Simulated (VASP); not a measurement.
A run of VASP 6.6.1:

File INCAR:

```
ALGO = Normal
EDIFF = 1E-7
EDIFFG = -0.04
ENCUT = 600
GGA = PE
IBRION = 2
ISIF = 3
ISMEAR = 0
LASPH = T
LCHARG = F
LREAL = F
LWAVE = F
NELM = 100
NSW = 90
PREC = Accurate
SIGMA = 0.1
```

Contents of KPOINTS:

```
k-points
0
Gamma
  4 4 4
```

File POSCAR:

```
ZrBrF
1.0
    4.1476613900      0.0000000000      0.0000000000
    0.0000000000      4.1476613900      0.0000000000
    0.0000000000      0.0000000000      3.9324751200
Zr Br F
1 1 1
Direct
    0.0000000000      0.0000000000      0.5000000000
    0.0000000000      0.0000000000      0.0000000000
    0.5000000000      0.5000000000      0.5000000000
```

Potentials or basis: VASP PAW PBE potentials, release 64 (Zr_sv, Br, F).

The run is started by

```sh
$ cat potpaw_PBE.64/Zr_sv/POTCAR potpaw_PBE.64/Br/POTCAR potpaw_PBE.64/F/POTCAR > POTCAR
$ mpirun -np 1 vasp_std > vasp.out
```

Hardware: 1 thread of AMD EPYC 7R13 Processor (Zen 3), on a shared host.

Problem. Estimate the wall time of this run.

Solution. Wall time 5.1 min on 1 thread of AMD EPYC 7R13 Processor (Zen 3), on a shared host, peak memory 0.2 GiB. Counts: scf iterations 196, k points 18, ion steps 16.
